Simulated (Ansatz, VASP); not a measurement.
## Two plane-wave programs on Au

```
Au
1.0
     2.04188    2.04188    0.00000
    -2.04188    2.04188    0.00000
     0.00000    0.00000    4.04292
Au
2
Cartesian
  0.0000 0.0000 0.0000
  0.0000 2.0419 2.0215
```

Change from the starting cell: strain along c alone, the other axes held, atoms relaxed: -1.0 %.

Alike in both runs: task single point; functional PBEsol; k mesh 18 × 18 × 14; occupations gaussian, width 0.1 eV; no spin polarisation.

```csv
,VASP,Ansatz
version,VASP 6.6.1,Ansatz 0.2.0
potentials or method,"VASP PAW PBE potentials, release 64 (Au), cutoff 520 eV","scalar-relativistic, plane waves, PAW"
valence electrons in the cell,22,38
```

```csv
,VASP,Ansatz,Ansatz less VASP
gap on the k mesh at the Fermi level (eV),none,none,-
pressure (GPa),1.4,1.7,+0.22
"traceless stress, the component that is largest in VASP (GPa)",-0.07,-0.07,+0.006
```

VASP's potentials were made for PBE, not for PBEsol. A gap of «none» marks a metal or a gap that the smearing closes. VASP's potentials hold 22 valence electrons a cell and Ansatz's 38, so a difference there can come from the potentials and not from the codes.

Neither program's run includes spin-orbit coupling.
